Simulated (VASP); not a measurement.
A run of VASP 6.6.1 is set up as follows.

File INCAR:

```
ALGO = Normal
EDIFF = 1E-6
EDIFFG = -0.04
ENCUT = 600
GGA = PE
IBRION = 2
ISIF = 3
ISMEAR = 0
LASPH = True
LCHARG = False
LREAL = False
LWAVE = False
NELM = 80
NSW = 90
PREC = Accurate
SIGMA = 0.1
```

Contents of KPOINTS:

```
k-points
0
Gamma
  6 6 2
```

The input POSCAR:

```
Ge
1.0
    3.6671355600      0.0000000000      0.0000000000
   -1.8335677800      3.1758325500      0.0000000000
    0.0000000000      0.0000000000      9.3342282500
Ge
6
Direct
    0.0000000000      0.0000000000      0.5000000000
    0.0000000000      0.0000000000      0.0000000000
    0.6666666700      0.3333333300      0.3797952800
    0.3333333300      0.6666666700      0.6202047200
    0.3333333300      0.6666666700      0.8797952800
    0.6666666700      0.3333333300      0.1202047200
```

Potentials or basis: VASP PAW PBE potentials, release 64 (Ge_d).

Launch:

```sh
$ cat potpaw_PBE.64/Ge_d/POTCAR > POTCAR
$ mpirun -np 1 vasp_std > vasp.out
```

(1) Estimate the band gap on the k mesh.

(2) Predict the relaxed cell.

(3) Predict the space group after relaxing (to 0.1 Å).

## Answers

(1) zero (bands 42 and 43 overlap by 1.11 eV).

(2) a = 3.999 Å, b = 3.999 Å, c = 10.145 Å, α = 90.00°, β = 90.00°, γ = 120.00°.

(3) P6_3/mmc (No. 194).
